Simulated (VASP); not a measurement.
# Re in VASP: a series of runs

The runs below take Re through single point, with LDA.

Program: VASP 6.6.1. These are calculated values, not measurements. Logs are shortened: lines on timing, memory, paths and dates and some standing lists are left out, and cuts for length are marked.

## Step 1: The cell of the first run

Symmetry: Cmcm, No. 63, orthorhombic system. The conventional cell has a = 2.761 Å, b = 4.782 Å, c = 4.458 Å, α = 90.00°, β = 90.00°, γ = 90.00°. Within 3.5 Å of Re (site symmetry m2m) lie 14 Re at 2.63 to 3.42 Å.

## Step 2: Single point, LDA

File INCAR:

```
SYSTEM = Re
PREC     = Accurate       ! precision mode
ENCUT    = 520            ! plane-wave cutoff, eV
EDIFF    = 1E-6           ! SCF threshold, eV
ISMEAR   = -1             ! smearing method
SIGMA    = 0.05           ! smearing width, eV
LREAL    = .FALSE.        ! projectors in reciprocal space
LASPH    = .TRUE.         ! aspherical terms in the spheres
NELM     = 100            ! most SCF steps
ALGO     = Normal         ! electronic algorithm
ISIF     = 2              ! what is computed and relaxed
LWAVE    = .FALSE.        ! write WAVECAR
LCHARG   = .FALSE.        ! write CHGCAR
NBANDS   = 14             ! bands
```

File KPOINTS:

```
Automatic mesh
0
G
  9 9 5
  0 0 0
```

File POSCAR:

```
Re
1.0
    2.7608000000      0.0000000000      0.0000000000
   -1.3804000000      2.3909229348      0.0000000000
    0.0000000000      0.0000000000      4.4582000000
Re
2
Direct
    0.3543351634      0.7290071857      0.2500000000
    0.8123317584      0.2709928415      0.7500000000
```

Potentials or basis: VASP PAW LDA potentials, release 64 (Re).

Launch:

```bash
> cat potpaw_LDA.64/Re/POTCAR > POTCAR
> mpirun -np 1 vasp_std > vasp.out
```

OUTCAR:

```text
SYSTEM = Re
   PREC = Accurate
   ENCUT = 520
   EDIFF = 1E-6
   ISMEAR = -1
   LREAL = .FALSE.
   LASPH = .TRUE.
   NELM = 100
   ISIF = 2

 ion  position               nearest neighbor table
   1  0.354  0.729  0.250-   2 2.63   2 2.63   2 2.63   2 2.63   2 3.12   2 3.12   2 3.42   2 3.42

   2  0.812  0.271  0.750-   1 2.63   1 2.63   1 2.63   1 2.63   1 3.12   1 3.12   1 3.42   1 3.42

  LATTYP: Found a hexagonal cell.
 ALAT       =     2.7608000000
 C/A-ratio  =     1.6148217908

  Lattice vectors:

 A1 = (   2.7608000000,   0.0000000000,   0.0000000000)
 A2 = (  -1.3804000000,   2.3909229348,   0.0000000000)
 A3 = (   0.0000000000,   0.0000000000,   4.4582000000)

Analysis of symmetry for initial positions (statically):
=====================================================================
 Subroutine PRICEL returns:
 Original cell was already a primitive cell.

 Routine SETGRP: Setting up the symmetry group for a
 hexagonal supercell.

 Subroutine GETGRP returns: Found  4 space group operations
 (whereof  1 operations were pure point group operations)
 out of a pool of 24 trial point group operations.

The static configuration has the point symmetry C_1 .
 The point group associated with its full space group is C_2h.

Analysis of symmetry for dynamics (positions and initial velocities):
=====================================================================
 Subroutine PRICEL returns:
 Original cell was already a primitive cell.

 Routine SETGRP: Setting up the symmetry group for a
 hexagonal supercell.

 Subroutine GETGRP returns: Found  4 space group operations
 (whereof  1 operations were pure point group operations)
 out of a pool of 24 trial point group operations.

The dynamic configuration has the point symmetry C_1 .
 The point group associated with its full space group is C_2h.

 Subroutine INISYM returns: Found  4 space group operations
 (whereof  1 operations are pure point group operations),
 and found     1 'primitive' translations

----------------------------------------------------------------------------------------

                                     Primitive cell

  volume of cell :      29.4280

  direct lattice vectors                    reciprocal lattice vectors
     2.760800000  0.000000000  0.000000000     0.362213851  0.209124264  0.000000000
    -1.380400000  2.390922935  0.000000000     0.000000000  0.418248529  0.000000000
     0.000000000  0.000000000  4.458200000     0.000000000  0.000000000  0.224305774

  length of vectors
     2.760800000  2.760800000  4.458200000     0.418248529  0.418248529  0.224305774

  position of ions in fractional coordinates (direct lattice)
     0.354335163  0.729007186  0.250000000
     0.812331758  0.270992842  0.750000000

  ion indices of the primitive-cell ions
   primitive index   ion index
                 1           1
                 2           2

----------------------------------------------------------------------------------------

 KPOINTS: Automatic mesh

Automatic generation of k-mesh.
 Grid dimensions read from file:
 generate k-points for:    9    9    5

 Generating k-lattice:

  Cartesian coordinates                     Fractional coordinates (reciprocal lattice)
     0.040245983  0.023236029  0.000000000     0.111111111 -0.000000000  0.000000000
     0.000000000  0.046472059  0.000000000     0.000000000  0.111111111  0.000000000
     0.000000000  0.000000000  0.044861155     0.000000000  0.000000000  0.200000000

  Length of vectors
     0.046472059  0.046472059  0.044861155

  Shift w.r.t. Gamma in fractional coordinates (k-lattice)
     0.000000000  0.000000000  0.000000000

 Subroutine IBZKPT returns following result:
 ===========================================

 Found    123 irreducible k-points:

 Following reciprocal coordinates:
            Coordinates               Weight
  0.000000  0.000000  0.000000      1.000000
  0.111111 -0.000000  0.000000      2.000000
  0.000000  0.111111  0.000000      2.000000
 -0.111111  0.111111  0.000000      2.000000
  0.222222 -0.000000  0.000000      2.000000
  0.000000  0.222222  0.000000      2.000000
[... 16 lines left out ...]
  0.333333  0.111111  0.000000      2.000000
 -0.111111  0.444444  0.000000      2.000000
 [... further k-points ...]
   k-points           NKPTS =    123   k-points in BZ     NKDIM =    123   number of bands    NBANDS=     14
   number of dos      NEDOS =    301   number of ions     NIONS =      2
   total plane-waves  NPLWV =  20736
   dimension x,y,z NGX =    24 NGY =   24 NGZ =   36
   dimension x,y,z NGXF=    48 NGYF=   48 NGZF=   72
   ions per type =               2
   NGX,Y,Z   is equivalent  to a cutoff of  14.45, 14.45, 13.42 a.u.
   NGXF,Y,Z  is equivalent  to a cutoff of  28.90, 28.90, 26.85 a.u.
 SYSTEM =  Re
   PREC   = accura    normal or accurate (medium, high low for compatibility)
   ISTART =      0    job   : 0-new  1-cont  2-samecut
[... 32 lines left out ...]
   GGA     = CA    functional components
   LHFCALC =     F    Hartree Fock is set to
   AEXX    =    0.0000 exact exchange contribution
   IVDW    =     0    specifies the selected vdW correction
   LEPSILON=     F    determine dielectric tensor
   LRPA    =     F    only Hartree local field effects (RPA)
 non-spin polarized calculation
  energy-cutoff  :      520.00
  volume of cell :       29.43
 maximum number of plane-waves:       814
 NGX is ok and might be reduce to    24
   NGX = 11   NGY = 11   NGZ = 17

 number of electron      14.0000000 magnetization

 Free energy of the ion-electron system (eV)
  ---------------------------------------------------
  ext. energy  EPLUGINS =         0.00000000
  ---------------------------------------------------
  free energy    TOTEN  =       -26.89325163 eV

  energy without entropy =      -26.88206637  energy(sigma->0) =      -26.88765900

 E-fermi :   8.3753     XC(G=0): -13.8296

 val. band max:        8.3627099061   @ k =   0.4444  -0.1111  -0.4000
 cond. band min:       8.4527198143   @ k =  -0.1111   0.1111   0.4000
 fundamental gap:      0.0900099082
 Fermi energy:         8.3753459525

 k-point     1 :       0.0000    0.0000    0.0000
  band No.  band energies     occupation
      1      -1.9268      2.00000
      2       1.3028      2.00000
      3       4.7596      2.00000
      4       5.9024      2.00000
      5       6.6477      2.00000
      6       7.0515      2.00000
      7       7.7102      2.00000
      8       7.7808      1.99999
      9       8.5728      0.03782
     10       8.8153      0.00030
     11      10.4111      0.00000
     12      13.3407      0.00000
     13      18.7293      0.00000
     14      21.6415      0.00000

 k-point     2 :       0.1111   -0.0000    0.0000
  band No.  band energies     occupation
      1      -1.4227      2.00000
      2       1.8232      2.00000
      3       4.8680      2.00000
      4       5.6464      2.00000
      5       6.3478      2.00000
      6       7.1831      2.00000
      7       7.3286      2.00000
      8       7.5287      2.00000
      9       8.1661      1.96998
     10       9.3941      0.00000
     11      10.1654      0.00000
     12      14.3060      0.00000
     13      18.3510      0.00000
     14      22.5929      0.00000

 k-point     3 :       0.0000    0.1111    0.0000
  band No.  band energies     occupation
      1      -1.4227      2.00000
      2       1.8232      2.00000
      3       4.8680      2.00000
      4       5.6464      2.00000
      5       6.3478      2.00000
      6       7.1831      2.00000
      7       7.3286      2.00000
      8       7.5287      2.00000
      9       8.1661      1.97000
     10       9.3940      0.00000
     11      10.1655      0.00000
     12      14.3060      0.00000
     13      18.3510      0.00000
     14      22.5929      0.00000
[... 324 lines left out ...]
 k-point    23 :       0.3333    0.1111    0.0000
  band No.  band energies     occupation
      1       2.4541      2.00000
      2       3.1313      2.00000
      3       4.1303      2.00000
      4       5.2306      2.00000
      5       5.3227      2.00000
      6       6.0021      2.00000
      7       6.8468      2.00000
      8       9.1764      0.00000
      9       9.6767      0.00000
     10      10.9021      0.00000
     11      12.9775      0.00000
     12      16.7439      0.00000
     13      18.5954      0.00000
     14      20.4159      0.00000

 k-point    24 :      -0.1111    0.4444    0.0000
  band No.  band energies     occupation
      1       2.4771      2.00000
      2       3.3486      2.00000
      3       3.7004      2.00000
      4       4.4915      2.00000
      5       4.8078      2.00000
      6       5.6323      2.00000
      7       7.6892      2.00000
      8      10.0981      0.00000
      9      10.5312      0.00000
     10      11.4686      0.00000
     11      12.4827      0.00000
     12      17.5844      0.00000
     13      17.7252      0.00000
     14      21.1278      0.00000

 [... further k-points ...]

------------------------ aborting loop because EDIFF is reached ----------------------------------------

  FORCE on cell =-STRESS in cart. coord.  units (eV):
  Direction    XX          YY          ZZ          XY          YZ          ZX
  --------------------------------------------------------------------------------------
  -------------------------------------------------------------------------------------
  Total       -2.1101501      0.4759266      0.3501350      2.2396613      0.0000000      0.0000000
  in kB     -114.8851384     25.9113742     19.0627700    121.9362581      0.0000000      0.0000000
  external PRESSURE =     -23.3036647 kB  Pullay stress =       0.0000000 kB

 VOLUME and BASIS-vectors are now :
 -----------------------------------------------------------------------------
  energy-cutoff  :      520.00
  volume of cell :       29.43
      direct lattice vectors                 reciprocal lattice vectors
     2.760800000  0.000000000  0.000000000     0.362213851  0.209124264  0.000000000
    -1.380400000  2.390922935  0.000000000     0.000000000  0.418248529  0.000000000
     0.000000000  0.000000000  4.458200000     0.000000000  0.000000000  0.224305774

 POSITION                                       TOTAL-FORCE (eV/Angst)
 -----------------------------------------------------------------------------------
     -0.02807      1.74300      1.11455         1.486168     -0.858069     -0.000000
      1.86861      0.64792      3.34365        -1.486168      0.858069      0.000000
 -----------------------------------------------------------------------------------
    total drift:                                0.000000      0.000000     -0.000000

  FREE ENERGIE OF THE ION-ELECTRON SYSTEM (eV)
  ---------------------------------------------------
  free  energy   TOTEN  =       -26.8932516343 eV

  energy  without entropy=      -26.8820663690  energy(sigma->0) =      -26.88765900
```

Wall time 58 s (1 thread of AMD EPYC 7R43 (Zen 3), shared host); peak memory 0.14 GiB.

Results:

```yaml
Free_energy: -26.8933 eV
Pressure: -2.3 GPa
Largest_force: 1.716 eV/Å
Band_gap_on_the_k_mesh: zero (bands 7 and 8 overlap by 3.38 eV)
```

Forces on the atoms (eV/Å):
```
Re   1.486 -0.858  0.000
Re  -1.486  0.858  0.000
```

Stress tensor (GPa, compression positive):
```
-11.49  12.19   0.00
 12.19   2.59   0.00
  0.00   0.00   1.91
```

Caveat: spin-orbit coupling is left out, which moves the levels of the heavy elements; forces of over 1 eV/Å act on the atoms, so gaps and moduli don't describe the material at rest.

## Step 3: Single point, LDA

File INCAR:

```
SYSTEM = Re
PREC     = Accurate       ! precision mode
ENCUT    = 520            ! plane-wave cutoff, eV
EDIFF    = 1E-6           ! SCF threshold, eV
ISMEAR   = -1             ! smearing method
SIGMA    = 0.05           ! smearing width, eV
LREAL    = .False.        ! projectors in reciprocal space
LASPH    = .True.         ! aspherical terms in the spheres
NELM     = 100            ! most SCF steps
ALGO     = Normal         ! electronic algorithm
ISIF     = 2              ! what is computed and relaxed
LWAVE    = .False.        ! write WAVECAR
LCHARG   = .False.        ! write CHGCAR
GGA      = CA             ! functional
NBANDS   = 14             ! bands
```

File KPOINTS:

```
regular mesh
0
Gamma
  9 9 5
  0 0 0
```

File POSCAR:

```
Re
1.0
    2.7608000000      0.0000000000      0.0000000000
   -1.3804000000      2.3909229348      0.0000000000
    0.0000000000      0.0000000000      4.4582000000
Re
2
Direct
    0.3753194684      0.7913358362      0.2500000000
    0.9580139993      0.2086641910      0.7500000000
```

Potentials or basis: VASP PAW LDA potentials, release 64 (Re).

Launch:

```bash
> cat potpaw_LDA.64/Re/POTCAR > POTCAR
> mpirun -np 1 vasp_std > vasp.out
```

Run time: 56 s. Hardware: 1 thread of AMD EPYC 7R43 (Zen 3), shared host; peak memory 0.14 GiB.

The run converged. Its results:

```yaml
Free_energy: -27.2019 eV
Pressure: -5.2 GPa
Largest_force: 1.328 eV/Å
Band_gap_on_the_k_mesh: zero (bands 7 and 8 overlap by 2.98 eV)
```

Forces on the atoms (eV/Å):
```
Re  -1.150  0.664  0.000
Re   1.150 -0.664  0.000
```

Stress tensor (GPa, compression positive):
```
-10.02   8.91   0.00
  8.91   0.28   0.00
  0.00   0.00  -5.87
```

Levels at points of the mesh, in eV from the Fermi level:
```
           k point  band 4  band 5  band 6  band 7  band 8  band 9  band 10  band 11
(0.00, 0.00, 0.00)   -2.12   -1.30   -1.14   -0.55   -0.54    0.49     1.30     1.62
```

Caveat: the cell stands under tension; spin-orbit coupling is left out, which moves the levels of the heavy elements; forces of over 1 eV/Å act on the atoms, so gaps and moduli don't describe the material at rest.

## Step 4: Single point, LDA

File INCAR:

```
  PREC = Accurate
  ENCUT = 520
  EDIFF = 1E-6
  ISMEAR = -1
  SIGMA = 0.05
  LREAL = F
  LASPH = T
  NELM = 100
  ALGO = Normal
  ISIF = 2
  LWAVE = F
  LCHARG = F
  GGA = CA
  NBANDS = 14
```

File KPOINTS:

```
regular mesh
0
Gamma
  9 9 5
```

File POSCAR:

```
Re
1.0
    2.7608000000      0.0000000000      0.0000000000
   -1.3804000000      2.3909229348      0.0000000000
    0.0000000000      0.0000000000      4.4582000000
Re
2
Direct
    0.3729274749      0.8268756685      0.2500000000
    1.1270725387      0.1731243588      0.7500000000
```

Launch:

```bash
> cat potpaw_LDA.64/Re/POTCAR > POTCAR
> mpirun -np 1 vasp_std > vasp.out
```

It took 57 s on 1 thread of AMD EPYC 7R43 (Zen 3), shared host; peak memory 0.13 GiB.

Results (log left out):

```yaml
Free_energy: -27.4000 eV
Pressure: -7.0 GPa
Largest_force: 0.978 eV/Å
Band_gap_on_the_k_mesh: zero (bands 7 and 8 overlap by 2.61 eV)
```

Forces on the atoms (eV/Å):
```
Re   0.956  0.203  0.000
Re  -0.956 -0.203  0.000
```

Stress tensor (GPa, compression positive):
```
-8.13 -3.53  0.00
-3.53 -4.72  0.00
 0.00  0.00 -8.27
```

Levels at points of the mesh, in eV from the Fermi level:
```tsv
k point	band 4	band 5	band 6	band 7	band 8	band 9	band 10	band 11
(0.00, 0.00, 0.00)	-1.81	-1.40	-0.83	-0.52	-0.44	0.69	1.02	2.26
```

Caveat: the cell stands under tension; spin-orbit coupling is left out, which moves the levels of the heavy elements.

## Step 5: Single point, LDA

File INCAR:

```
PREC = Accurate
ENCUT = 520
EDIFF = 1E-6
ISMEAR = -1
SIGMA = 0.05
LREAL = False
LASPH = True
NELM = 100
ALGO = Normal
ISIF = 2
LWAVE = False
LCHARG = False
NBANDS = 14
```

File KPOINTS:

```
Automatic mesh
0
Gamma
  9 9 5
```

File POSCAR:

```
Re
1.0
    2.7608000000      0.0000000000      0.0000000000
   -1.3804000000      2.3909229348      0.0000000000
    0.0000000000      0.0000000000      4.4582000000
Re
2
Direct
    0.3339419722      0.7866748746      0.2500000000
    1.3327245873      0.2133251526      0.7500000000
```

Launch:

```bash
> cat potpaw_LDA.64/Re/POTCAR > POTCAR
> mpirun -np 1 vasp_std > vasp.out
```

It took 64 s on 1 thread of AMD EPYC 7R43 (Zen 3), shared host; peak memory 0.14 GiB.

It converged, with:

- Free energy: -26.6923 eV
- Pressure: 1.4 GPa
- Largest force: 0.091 eV/Å
- Band gap on the k mesh: zero (bands 7 and 8 overlap by 3.77 eV)

Forces in eV/Å, atoms in the order of the input:
```
Re  -0.016  0.090  0.000
Re   0.016 -0.090  0.000
```

Stress tensor (GPa, compression positive):
```
-10.03 -13.69   0.00
-13.69   6.01   0.00
  0.00   0.00   8.31
```

Levels at points of the mesh, in eV from the Fermi level:
| k point | band 4 | band 5 | band 6 | band 7 | band 8 | band 9 | band 10 | band 11 |
| --- | --- | --- | --- | --- | --- | --- | --- | --- |
| (0.00, 0.00, 0.00) | -2.54 | -1.75 | -1.32 | -0.84 | -0.83 | -0.03 | 0.10 | 2.33 |

Caveat: spin-orbit coupling is left out, which moves the levels of the heavy elements.

## Step 6: Single point, LDA

File INCAR:

```
SYSTEM = Re
PREC = Accurate
ENCUT = 520
EDIFF = 1E-6
ISMEAR = -1
SIGMA = 0.05
LREAL = .FALSE.
LASPH = .TRUE.
NELM = 60
ALGO = Normal
ISIF = 2
LWAVE = .FALSE.
LCHARG = .TRUE.
LELF = .TRUE.
LVHAR = .TRUE.
NBANDS = 14
```

File KPOINTS:

```
regular mesh
0
G
  9 9 5
  0 0 0
```

File POSCAR:

```
Re
1.0
    2.7608000000      0.0000000000      0.0000000000
   -1.3804000000      2.3909229348      0.0000000000
    0.0000000000      0.0000000000      4.4582000000
Re
2
Direct
    0.3337895701      0.7262534374      0.2500000000
    1.4995438976      0.2737465899      0.7500000000
```

Potentials or basis: VASP PAW LDA potentials, release 64 (Re).

Launch:

```bash
> cat potpaw_LDA.64/Re/POTCAR > POTCAR
> mpirun -np 1 vasp_std > vasp.out
```

Run time: 52 s. Hardware: 1 thread of AMD EPYC 7R43 (Zen 3), shared host; peak memory 0.14 GiB.

The run converged. Its results:

```yaml
Free_energy: -27.1900 eV
Pressure: -4.7 GPa
Largest_force: 1.333 eV/Å
Band_gap_on_the_k_mesh: zero (bands 7 and 8 overlap by 2.94 eV)
```

Forces in eV/Å, atoms in the order of the input:
```
Re  -0.969 -0.915  0.000
Re   0.969  0.915  0.000
```

Stress tensor (GPa, compression positive):
```
-8.69 -9.25  0.00
-9.25 -0.02  0.00
 0.00  0.00 -5.40
```

Levels at points of the mesh, in eV from the Fermi level:
```
           k point  band 5  band 6  band 7  band 8  band 9  band 10
(0.00, 0.00, 0.00)   -1.30   -1.11   -0.74   -0.40    0.50     1.26
```

Caveat: the cell stands under tension; spin-orbit coupling is left out, which moves the levels of the heavy elements; forces of over 1 eV/Å act on the atoms, so gaps and moduli don't describe the material at rest.

## Step 7: The runs side by side

```tsv
cell	gap on the mesh (eV)	pressure (GPa)	largest force (eV/Å)
as given, atomic positions A	none	-2.3	1.72
as given, atomic positions B	none	-5.2	1.33
as given, atomic positions C	none	-7.0	0.98
as given, atomic positions D	none	1.4	0.09
as given, atomic positions E	none	-4.7	1.33
```

Alike in all rows: task single point; level LDA; potentials or basis VASP PAW LDA potentials, release 64 (Re); no spin polarisation; k mesh 9 × 9 × 5; cutoff (eV) 520; smearing fermi-dirac 0.05 eV.

Caveats: spin-orbit coupling is left out, which moves the levels of the heavy elements; forces of over 1 eV/Å act on the atoms, so gaps and moduli don't describe the material at rest (at least some runs); the cell stands under tension (at least some runs).

Total energies depend on the potentials used, so only differences within one code and one set of settings carry meaning.
